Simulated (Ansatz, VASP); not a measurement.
## Two plane-wave programs on Ga

INCAR

```
PREC = Accurate
ENCUT = 520
EDIFF = 1E-6
ISMEAR = -1
SIGMA = 0.05
LREAL = F
LASPH = T
NELM = 80
ALGO = Fast
ISIF = 2
LWAVE = F
LCHARG = F
GGA = PS
NBANDS = 20
```

KPOINTS

```
regular mesh
0
Gamma
  8 8 7
```

The input POSCAR:

```
Ga
1.0
    1.4790000000     -4.1463000000      0.0000000000
    1.4790000000      4.1463000000      0.0000000000
    0.0000000000      0.0000000000      3.1700000000
Ga
2
Direct
    0.1330000000      0.8670000000      0.7500000000
    0.8670000000      0.1330000000      0.2500000000
```

Contents of input.yaml:

```yaml
crystal:
  lattice:
    - [1.479, -4.1463, 0.0]
    - [1.479, 4.1463, 0.0]
    - [0.0, 0.0, 3.17]
  atoms:
    - { symbol: Ga, position: [0.133, 0.867, 0.75] }
    - { symbol: Ga, position: [0.867, 0.133, 0.25] }
hamiltonian:
  xc: pbesol
  pseudopotentials: { kind: paw }
kpoints:
  mp_grid: { grid: [8, 8, 7] }
  band_path:
    path:
      - [[0.0, 0.0, 0.0], [0.2818093587, 0.2818093587, 0.0], [0.0, 0.5, 0.0], [0.0, 0.5, 0.5], [0.2818093587, 0.2818093587, 0.5], [0.0, 0.0, 0.5], [0.0, 0.0, 0.0], [-0.5, 0.5, 0.0], [-0.2818093587, 0.7181906413, 0.0], [-0.2818093587, 0.7181906413, 0.5], [-0.5, 0.5, 0.5], [-0.5, 0.5, 0.0]]
      - [[0.0, 0.0, 0.5], [-0.5, 0.5, 0.5]]
    npoints: 14
scf:
  occupations: { method: fermi_dirac, width: 0.05 }
  n_extra_bands: 6
output:
  forces: true
  stress: true
  eigenvalues: true
  fatbands: false
  write_density: true
  write_potential: true
  elf: true
  volumetric_format: npy
```

Alike in both runs: functional PBEsol; k mesh 8 × 8 × 7; occupations fermi-dirac, width 0.05 eV; no spin polarisation.

|  | VASP | Ansatz |
| --- | --- | --- |
| version | VASP 6.6.1 | Ansatz 0.2.0 |
| potentials or method | VASP PAW PBE potentials, release 64 (Ga_d) | Ansatz PAW |
| plane-wave cutoff (eV) | 520 | 420 |
| valence electrons in the cell | 26 | 26 |
| task | single point | band structure |

VASP gave:

- gap on the k mesh at the Fermi level (eV): none
- pressure (GPa): -3.7
- traceless stress, the component that is largest in VASP (GPa): 0.70
- rms of the force components (eV/Å): 0.137

What did Ansatz give for the same quantities?

gap on the k mesh at the Fermi level (eV): none; pressure (GPa): -3.7; traceless stress, the component that is largest in VASP (GPa): 0.70; rms of the force components (eV/Å): 0.136.

VASP's potentials were made for PBE, not for PBEsol. Atom by atom the forces differ by 0.001 eV/Å (rms over components). A gap of «none» marks a metal or a gap that the smearing closes.
